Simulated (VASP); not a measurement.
Runs of VASP 6.6.1 on Ge. The structure is that of space group Pm-3m (No. 221), or close to it. The cells are those of the table. 

```tsv
task	cell	k mesh	cutoff (eV)	gap on the mesh (eV)	pressure (GPa)	relaxed volume (Å³/atom)
single point	a = 2.709 Å, 1 atom	7 × 7 × 7	520	none	-0.1	-
single point	a = 2.725 Å, 1 atom	8 × 8 × 8	520	none	-0.1	-
relaxation of cell and atoms	relaxed from a = 2.725 Å, 1 atom	7 × 7 × 7	600	none	0.0	(a)
relaxation of cell and atoms	relaxed from a = 2.680 Å, 1 atom	8 × 8 × 8	600	none	-0.1	20.28
```

Alike in all rows: level PBE; potentials or basis VASP PAW PBE potentials, release 64 (Ge_d); no spin polarisation; smearing fermi-dirac 0.05 eV.

**Question.** Estimate the missing entries.

**Answer.** (a) 19.90.

A k mesh can miss the band edges, and the runs leave out spin-orbit coupling on Ge.

A gap of «none» marks levels without a gap at the run's occupations.
